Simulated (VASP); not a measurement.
# KBr: single point with PBE-based screened hybrid with 35 % exact exchange

KBr:

```
K Br
1.0
     0.00000    3.30244    3.30244
     3.30244    0.00000    3.30244
     3.30244    3.30244    0.00000
K Br
1 1
Direct
  0.00000 0.00000 0.00000
  0.50000 0.50000 0.50000
```

| Item | Value |
| --- | --- |
| Program | VASP 6.6.1 |
| Task | single point |
| Functional | PBE-based screened hybrid with 35 % exact exchange |
| Potentials or basis | VASP PAW PBE potentials, release 64 (K_sv, Br) |
| Cutoff | 520 eV |
| k mesh | 4 × 4 × 4 |
| Occupations | gaussian, width 0.01 eV |
| Spin | no spin polarisation |
| Dipole correction | no |
| Grid for exact exchange (PRECFOCK) | Normal |
| Share of exact exchange | 0.35 |
| Further INCAR settings | ALGO = Normal; EDIFF = 1e-07; NBANDS = 15 |
| Screening parameter | 0.1 1/Å |

- Pressure: 0.3 GPa
- Band gap on the k mesh: 6.56 eV

Levels at points of the mesh, in eV from the valence-band top:
```tsv
k point	band 6	band 7	band 8	band 9	band 10	band 11
(0.00, 0.00, 0.00)	0.00	0.00	0.00	6.56	10.04	10.04
(0.50, 0.00, 0.00)	-1.27	-0.35	-0.35	8.71	10.65	12.43
(0.50, 0.50, 0.00)	-0.90	-0.32	-0.32	8.06	9.53	11.79
```

It took 24 min on 1 thread of Oxide Virtual Turin-like Processor (shared host), peak memory 0.28 GiB.

Caveat: the PAW data sets were made with another functional, which shifts forces and pressure a little.
